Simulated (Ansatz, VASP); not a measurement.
# MnS in VASP and in Ansatz

File INCAR:

```
SYSTEM = MnS
PREC = Accurate ; ENCUT = 520
EDIFF = 1E-6 ; ISMEAR = 0
SIGMA = 0.05 ; LREAL = .False.
LASPH = .True. ; NELM = 80
ALGO = Normal ; ISIF = 2
LWAVE = .False. ; LCHARG = .True.
LELF = .True. ; LVHAR = .True.
NBANDS = 16
```

File KPOINTS:

```
Automatic mesh
0
Gamma
  10 10 10
  0 0 0
```

File POSCAR:

```
MnS
1.0
    0.0000000000      2.8000000000      2.8000000000
    2.8000000000      0.0000000000      2.8000000000
    2.8000000000      2.8000000000      0.0000000000
Mn S
1 1
Direct
    0.0000000000      0.0000000000      0.0000000000
    0.7500000000      0.7500000000      0.7500000000
```

Input for Ansatz:

```yaml
crystal:
  lattice:
    - [0.0, 2.8, 2.8]
    - [2.8, 0.0, 2.8]
    - [2.8, 2.8, 0.0]
  atoms:
    - { symbol: Mn, position: [0.0, 0.0, 0.0] }
    - { symbol: S, position: [0.75, 0.75, 0.75] }
basis:
  ecutwfc: 420
  ecutrho_ratio: 4
kpoints:
  mp_grid: { grid: [10, 10, 10] }
hamiltonian:
  xc: lda
scf:
  occupations: { method: gaussian, width: 0.05 }
output:
  forces: true
  stress: true
  eigenvalues: true
```

Alike in both runs: task single point; functional LDA; k mesh 10 × 10 × 10; occupations gaussian, width 0.05 eV; no spin polarisation.

|  | VASP | Ansatz |
| --- | --- | --- |
| version | VASP 6.6.1 | Ansatz 0.2.0 |
| potentials or method | VASP PAW LDA potentials, release 64 (Mn_pv, S), cutoff 520 eV | scalar-relativistic, plane waves, PAW |
| valence electrons in the cell | 19 | 21 |

VASP gave:

| Property | Result |
| --- | --- |
| gap on the k mesh at the Fermi level (eV) | none |
| pressure (GPa) | -26.3 |

**Question.** Which values does Ansatz return?

**Answer.** gap on the k mesh at the Fermi level (eV): none; pressure (GPa): -26.5.

LDA's correlation is that of Perdew and Zunger in VASP and of Perdew and Wang (1992) in Ansatz. A gap of «none» marks a metal or a gap that the smearing closes. VASP's potentials hold 19 valence electrons a cell and Ansatz's 21, so a difference there can come from the potentials and not from the codes.
